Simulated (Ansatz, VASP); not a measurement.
# Two plane-wave programs on Se

Contents of INCAR:

```
SYSTEM = Se
ALGO = Normal
EDIFF = 1E-7
ENCUT = 520
ISIF = 2
ISMEAR = 0
LASPH = .TRUE.
LCHARG = .TRUE.
LELF = .TRUE.
LREAL = .FALSE.
LVHAR = .TRUE.
LWAVE = .FALSE.
NBANDS = 13
NELM = 80
PREC = Accurate
SIGMA = 0.15
```

Contents of KPOINTS:

```
k-points
0
G
  14 14 14
  0 0 0
```

The input POSCAR:

```
Se
1.0
    0.0000000000      2.7847034317      3.9375706525
    2.7847034317      0.0000000000      3.9375706525
    2.7847034317      2.7847034317      0.0000000000
Se
2
Direct
    0.5000000000      0.5000000000      0.5000000000
    0.7500000000      0.7500000000      0.7500000000
```

Input for Ansatz:

```yaml
crystal:
  lattice:
    - [0.0, 2.7847034317, 3.9375706525]
    - [2.7847034317, 0.0, 3.9375706525]
    - [2.7847034317, 2.7847034317, 0.0]
  atoms:
    - { symbol: Se, position: [0.5, 0.5, 0.5] }
    - { symbol: Se, position: [0.75, 0.75, 0.75] }
basis:
  ecutwfc: 420
kpoints:
  mp_grid: { grid: [14, 14, 14] }
hamiltonian:
  xc: lda
scf:
  occupations: { method: gaussian, width: 0.15 }
output:
  forces: true
  stress: true
  eigenvalues: true
```

Alike in both runs: task single point; functional LDA; k mesh 14 × 14 × 14; occupations gaussian, width 0.15 eV; no spin polarisation.

|  | VASP | Ansatz |
| --- | --- | --- |
| version | VASP 6.6.1 | Ansatz 0.2.0 |
| potentials or method | VASP PAW LDA potentials, release 64 (Se), cutoff 520 eV | scalar-relativistic, plane waves, PAW |
| valence electrons in the cell | 12 | 32 |

|  | VASP | Ansatz | Ansatz less VASP |
| --- | --- | --- | --- |
| gap on the k mesh at the Fermi level (eV) | none | none | - |
| pressure (GPa) | -5.8 | -5.9 | -0.07 |
| traceless stress, the component that is largest in VASP (GPa) | -0.09 | -0.14 | -0.054 |

LDA's correlation is that of Perdew and Zunger in VASP and of Perdew and Wang (1992) in Ansatz. A gap of «none» marks a metal or a gap that the smearing closes. VASP's potentials hold 12 valence electrons a cell and Ansatz's 32, so a difference there can come from the potentials and not from the codes.
